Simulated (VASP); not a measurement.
# TaAlMo3 (R3m) in VASP: single point with PBE

Aim: the single point of TaAlMo3 with PBE.

All numbers are computed with VASP 6.6.1; they aren't measurements. Logs are shortened: lines on timing, memory, paths and dates and some standing lists are left out, and cuts for length are marked.

## (1) The cell of the first run

It takes space group R3m (No. 160, trigonal). The conventional cell has a = 4.533 Å, b = 4.533 Å, c = 13.622 Å, α = 90.00°, β = 90.00°, γ = 120.00°. Ta (site symmetry 3m) has 11 Mo at 2.67 to 3.22 Å and 3 Al at 2.80 Å within 3.5 Å. Within 3.6 Å of Al (site symmetry 3m) lie 11 Mo at 2.76 to 3.16 Å and 3 Ta at 2.80 Å. Within 3.5 Å of Mo (site symmetry 3m) lie 7 Mo at 2.63 to 3.24 Å and 4 Ta at 2.67 to 3.22 Å and 3 Al at 2.76 Å. Within 3.6 Å of Mo (site symmetry 3m) lie 4 Ta at 2.70 to 3.20 Å and 6 Mo at 2.75 to 2.83 Å and 4 Al at 2.85 to 3.12 Å. Mo (site symmetry 3m) has 7 Mo at 2.63 to 3.24 Å and 3 Ta at 2.73 Å and 4 Al at 2.78 to 3.16 Å within 3.5 Å.

## (2) Single point, PBE

INCAR

```
PREC = Accurate ; ENCUT = 520
EDIFF = 1E-7 ; ISMEAR = 0
SIGMA = 0.1 ; LREAL = False
LASPH = True ; NELM = 60
ALGO = Fast ; ISIF = 2
LWAVE = False ; LCHARG = False
GGA = PE ; NBANDS = 36
```

KPOINTS

```
regular mesh
0
Gamma
  12 12 12
```

POSCAR

```
TaAlMo3
1.0
    2.2663264627      1.3084641933      4.5408306270
   -2.2663264627      1.3084641933      4.5408306270
    0.0000000000     -2.6169283866      4.5408306270
Ta Al Mo
1 1 3
Direct
    0.0961324846      0.0961324846      0.0961324846
    0.5031899119      0.5031899119      0.5031899119
    0.9000045768      0.9000045768      0.9000045768
    0.2943279518      0.2943279518      0.2943279518
    0.7069663875      0.7069663875      0.7069663875
```

Potentials or basis: VASP PAW PBE potentials, release 64 (Ta_pv, Al, Mo_sv).

On the command line:

```bash
> cat potpaw_PBE.64/Ta_pv/POTCAR potpaw_PBE.64/Al/POTCAR potpaw_PBE.64/Mo_sv/POTCAR > POTCAR
> mpirun -np 1 vasp_std > vasp.out
```

OUTCAR:

```text
PREC = Accurate
   ENCUT = 520
   EDIFF = 1E-7
   ISMEAR = 0
   LREAL = False
   LASPH = True
   NELM = 60
   ISIF = 2
   GGA = PE

 ion  position               nearest neighbor table
   1  0.096  0.096  0.096-   3 2.67   4 2.70   5 2.73   5 2.73   5 2.73   2 2.80   2 2.80   2 2.80
                             4 3.20   4 3.20   4 3.20   3 3.22   3 3.22   3 3.22
   2  0.503  0.503  0.503-   3 2.76   3 2.76   3 2.76   5 2.78   1 2.80   1 2.80   1 2.80   4 2.85
                             4 3.12   4 3.12   4 3.12   5 3.16   5 3.16   5 3.16
   3  0.900  0.900  0.900-   5 2.63   1 2.67   4 2.75   4 2.75   4 2.75   2 2.76   2 2.76   2 2.76
                             1 3.22   1 3.22   1 3.22   5 3.24   5 3.24   5 3.24
   4  0.294  0.294  0.294-   1 2.70   3 2.75   3 2.75   3 2.75   5 2.83   5 2.83   5 2.83   2 2.85
                             2 3.12   2 3.12   2 3.12   1 3.20   1 3.20   1 3.20
   5  0.707  0.707  0.707-   3 2.63   1 2.73   1 2.73   1 2.73   2 2.78   4 2.83   4 2.83   4 2.83
                             2 3.16   2 3.16   2 3.16   3 3.24   3 3.24   3 3.24

  LATTYP: Found a trigonal (rhomboedric) cell.
 ALAT       =     5.2409404656
 COS(alpha) =     0.6260130203

  Lattice vectors:

 A1 = (   2.2663264627,   1.3084641933,   4.5408306270)
 A2 = (  -2.2663264627,   1.3084641933,   4.5408306270)
 A3 = (   0.0000000000,  -2.6169283866,   4.5408306270)

Analysis of symmetry for initial positions (statically):
=====================================================================
 Subroutine PRICEL returns:
 Original cell was already a primitive cell.

 Routine SETGRP: Setting up the symmetry group for a
 trigonal (rhombohedral) supercell.

 Subroutine GETGRP returns: Found  6 space group operations
 (whereof  6 operations were pure point group operations)
 out of a pool of 12 trial point group operations.

The static configuration has the point symmetry C_3v.

Analysis of symmetry for dynamics (positions and initial velocities):
=====================================================================
 Subroutine PRICEL returns:
 Original cell was already a primitive cell.

 Routine SETGRP: Setting up the symmetry group for a
 trigonal (rhombohedral) supercell.

 Subroutine GETGRP returns: Found  6 space group operations
 (whereof  6 operations were pure point group operations)
 out of a pool of 12 trial point group operations.

The dynamic configuration has the point symmetry C_3v.

 Subroutine INISYM returns: Found  6 space group operations
 (whereof  6 operations are pure point group operations),
 and found     1 'primitive' translations

----------------------------------------------------------------------------------------

                                     Primitive cell

  volume of cell :      80.7925

  direct lattice vectors                    reciprocal lattice vectors
     2.266326463  1.308464193  4.540830627     0.220621348  0.127375795  0.073408009
    -2.266326463  1.308464193  4.540830627    -0.220621348  0.127375795  0.073408009
     0.000000000 -2.616928387  4.540830627     0.000000000 -0.254751590  0.073408009

  length of vectors
     5.240940466  5.240940466  5.240940466     0.265117159  0.265117159  0.265117159

  position of ions in fractional coordinates (direct lattice)
     0.096132485  0.096132485  0.096132485
     0.503189912  0.503189912  0.503189912
     0.900004577  0.900004577  0.900004577
     0.294327952  0.294327952  0.294327952
     0.706966388  0.706966388  0.706966388

  ion indices of the primitive-cell ions
   primitive index   ion index
                 1           1
                 2           2
                 3           3
                 4           4
                 5           5

----------------------------------------------------------------------------------------

 KPOINTS: regular mesh

Automatic generation of k-mesh.
 Grid dimensions read from file:
 generate k-points for:   12   12   12

 Generating k-lattice:

  Cartesian coordinates                     Fractional coordinates (reciprocal lattice)
     0.018385112  0.010614650  0.006117334     0.083333333 -0.000000000  0.000000000
    -0.018385112  0.010614650  0.006117334    -0.000000000  0.083333333  0.000000000
     0.000000000 -0.021229299  0.006117334     0.000000000  0.000000000  0.083333333

  Length of vectors
     0.022093097  0.022093097  0.022093097

  Shift w.r.t. Gamma in fractional coordinates (k-lattice)
     0.000000000  0.000000000  0.000000000

 Subroutine IBZKPT returns following result:
 ===========================================

 Found    189 irreducible k-points:

 Following reciprocal coordinates:
            Coordinates               Weight
  0.000000  0.000000  0.000000      1.000000
  0.083333  0.000000  0.000000      6.000000
  0.166667  0.000000  0.000000      6.000000
  0.250000  0.000000  0.000000      6.000000
  0.333333  0.000000  0.000000      6.000000
  0.416667  0.000000  0.000000      6.000000
[... 16 lines left out ...]
  0.500000  0.166667  0.000000     12.000000
 -0.416667  0.166667 -0.000000     12.000000
 [... further k-points ...]
   k-points           NKPTS =    189   k-points in BZ     NKDIM =    189   number of bands    NBANDS=     36
   number of dos      NEDOS =    301   number of ions     NIONS =      5
   total plane-waves  NPLWV =  64000
   dimension x,y,z NGX =    40 NGY =   40 NGZ =   40
   dimension x,y,z NGXF=    80 NGYF=   80 NGZF=   80
   ions per type =               1   1   3
   NGX,Y,Z   is equivalent  to a cutoff of  12.69, 12.69, 12.69 a.u.
   NGXF,Y,Z  is equivalent  to a cutoff of  25.38, 25.38, 25.38 a.u.
 SYSTEM =  unknown system
   PREC   = accura    normal or accurate (medium, high low for compatibility)
   ISTART =      0    job   : 0-new  1-cont  2-samecut
   ICHARG =      2    charge: 1-file 2-atom 10-const
   ISPIN  =      1    spin polarized calculation?
   LNONCOLLINEAR =      F non collinear calculations
   LSORBIT =      F    spin-orbit coupling
   LASPH  =      T    aspherical Exc in radial PAW
   ENCUT  =  520.0 eV  38.22 Ry    6.18 a.u.   9.74  9.74  9.74*2*pi/ulx,y,z
   NELM   =     60;   NELMIN=  2; NELMDL= -5     # of ELM steps
   EDIFF  = 0.1E-06   stopping-criterion for ELM
   LREAL  =      F    real-space projection
   EDIFFG = 0.1E-05   stopping-criterion for IOM
   NSW    =      0    number of steps for IOM
   IBRION =     -1    ionic relax: 0-MD 1-quasi-New 2-CG
   NFREE  =      0    steps in history (QN), initial steepest desc. (CG)
   ISIF   =      2    stress and relaxation
   ISYM   =      2    0-nonsym 1-usesym 2-fastsym
   POTIM  = 0.5000    time-step for ionic-motion
   TEBEG  =    0.0;   TEEND  =   0.0 temperature during run
   PSTRESS=    0.0 pullay stress
   NELECT =      56.0000    total number of electrons
   NUPDOWN=      -1.0000    fix difference up-down
   EMIN   =  10.00;   EMAX   =-10.00  energy-range for DOS
   EFERMI =   0.00;   METHOD = LEGACY
   ISMEAR =     0;   SIGMA  =   0.10  broadening in eV -4-tet -1-fermi 0-gaus
   EFERMI_NEDOS =   21; number of points for ismear=-14 and -15
   IALGO  =     68    algorithm
   IMIX   =      4    mixing-type and parameters
     AMIX     =   0.40;   BMIX     =  1.00
     AMIX_MAG =   1.60;   BMIX_MAG =  1.00
  volume/ion in A,a.u.               =      16.16       109.04
  Fermi-wavevector in a.u.,A,eV,Ry     =   1.448818  2.737869 28.559637  2.099074
  Thomas-Fermi vector in A             =   2.566616
   LORBIT       =      0    0 simple, 1 ext, 2 COOP (PROOUT), +10 PAW based schemes
   GGA     = PE    functional components
   LHFCALC =     F    Hartree Fock is set to
   AEXX    =    0.0000 exact exchange contribution
   IVDW    =     0    specifies the selected vdW correction
   LEPSILON=     F    determine dielectric tensor
   LRPA    =     F    only Hartree local field effects (RPA)
 non-spin polarized calculation
 RMM-DIIS sequential band-by-band and
 Gauss-broadening in eV      SIGMA  =   0.10
  energy-cutoff  :      520.00
  volume of cell :       80.79
 maximum number of plane-waves:      2204
   NGX = 19   NGY = 19   NGZ = 19

 number of electron      56.0000001 magnetization

 Free energy of the ion-electron system (eV)
  ---------------------------------------------------
  ext. energy  EPLUGINS =         0.00000000
  ---------------------------------------------------
  free energy    TOTEN  =       -48.84257927 eV

  energy without entropy =      -48.82658496  energy(sigma->0) =      -48.83458212

 E-fermi :   9.8528     XC(G=0): -12.6148

 val. band max:        9.8435599680   @ k =  -0.2500   0.0833   0.0833
 cond. band min:       9.8572082784   @ k =   0.5000   0.3333   0.2500
 fundamental gap:      0.0136483104
 Fermi energy:         9.8527609712

 k-point     1 :       0.0000    0.0000    0.0000
  band No.  band energies     occupation
      1     -50.8595      2.00000
      2     -50.6302      2.00000
      3     -50.5629      2.00000
      4     -25.2296      2.00000
      5     -25.1771      2.00000
      6     -25.1771      2.00000
[... 28 lines left out ...]
     35      13.2593      0.00000
     36      13.5246      0.00000

 k-point     2 :       0.0833    0.0000    0.0000
  band No.  band energies     occupation
      1     -50.8571      2.00000
      2     -50.6323      2.00000
      3     -50.5634      2.00000
      4     -25.2438      2.00000
      5     -25.1830      2.00000
      6     -25.1660      2.00000
[... 28 lines left out ...]
     35      13.0515      0.00000
     36      13.2210      0.00000

 k-point     3 :       0.1667    0.0000    0.0000
  band No.  band energies     occupation
      1     -50.8502      2.00000
      2     -50.6381      2.00000
      3     -50.5647      2.00000
      4     -25.2736      2.00000
      5     -25.1985      2.00000
      6     -25.1388      2.00000
[... 28 lines left out ...]
     35      12.9335      0.00000
     36      13.2044      0.00000
[... 742 lines left out ...]
 k-point    23 :       0.5000    0.1667    0.0000
  band No.  band energies     occupation
      1     -50.8166      2.00000
      2     -50.6652      2.00000
      3     -50.5723      2.00000
      4     -25.3311      2.00000
      5     -25.2257      2.00000
      6     -25.0866      2.00000
[... 28 lines left out ...]
     35      12.6172      0.00000
     36      13.1623      0.00000

 k-point    24 :      -0.4167    0.1667   -0.0000
  band No.  band energies     occupation
      1     -50.8141      2.00000
      2     -50.6672      2.00000
      3     -50.5730      2.00000
      4     -25.3366      2.00000
      5     -25.2349      2.00000
      6     -25.0913      2.00000
[... 28 lines left out ...]
     35      12.4908      0.00000
     36      13.4335      0.00000

 [... further k-points ...]
[... 5 lines left out ...]
  --------------------------------------------------------------------------------------
  -------------------------------------------------------------------------------------
  Total        0.1507425      0.1507425      0.1728598      0.0000000      0.0000000      0.0000000
  in kB        2.9893403      2.9893403      3.4279450      0.0000000      0.0000000      0.0000000
  external PRESSURE =       3.1355419 kB  Pullay stress =       0.0000000 kB

 VOLUME and BASIS-vectors are now :
 -----------------------------------------------------------------------------
  energy-cutoff  :      520.00
  volume of cell :       80.79
      direct lattice vectors                 reciprocal lattice vectors
     2.266326463  1.308464193  4.540830627     0.220621348  0.127375795  0.073408009
    -2.266326463  1.308464193  4.540830627    -0.220621348  0.127375795  0.073408009
     0.000000000 -2.616928387  4.540830627     0.000000000 -0.254751590  0.073408009

 POSITION                                       TOTAL-FORCE (eV/Angst)
 -----------------------------------------------------------------------------------
      0.00000      0.00000      1.30956         0.000000      0.000000      0.008971
      0.00000      0.00000      6.85470         0.000000      0.000000     -0.001670
      0.00000      0.00000     12.26031         0.000000      0.000000     -0.002965
      0.00000      0.00000      4.00948         0.000000     -0.000000      0.008898
      0.00000      0.00000      9.63064         0.000000      0.000000     -0.013234
 -----------------------------------------------------------------------------------
    total drift:                                0.000000      0.000000      0.000031

  FREE ENERGIE OF THE ION-ELECTRON SYSTEM (eV)
  ---------------------------------------------------
  free  energy   TOTEN  =       -48.8425792731 eV

  energy  without entropy=      -48.8265849595  energy(sigma->0) =      -48.83458212
```

Wall time 7 min (1 thread of Intel Xeon 6975P-C (Granite Rapids), shared host); peak memory 0.61 GiB.

What came out:

```
Free energy            : -48.8426 eV
Pressure               : 0.3 GPa
Largest force          : 0.013 eV/Å
Band gap on the k mesh : zero (band 28 reaches 10.94 eV, above the bottom of band 29 at 9.58 eV)
```

Forces on the atoms (eV/Å):
```
Ta   0.000  0.000  0.009
Al   0.000  0.000 -0.002
Mo   0.000  0.000 -0.003
Mo   0.000  0.000  0.009
Mo   0.000  0.000 -0.013
```

Caveat: spin-orbit coupling is left out, which moves the levels of the heavy elements.
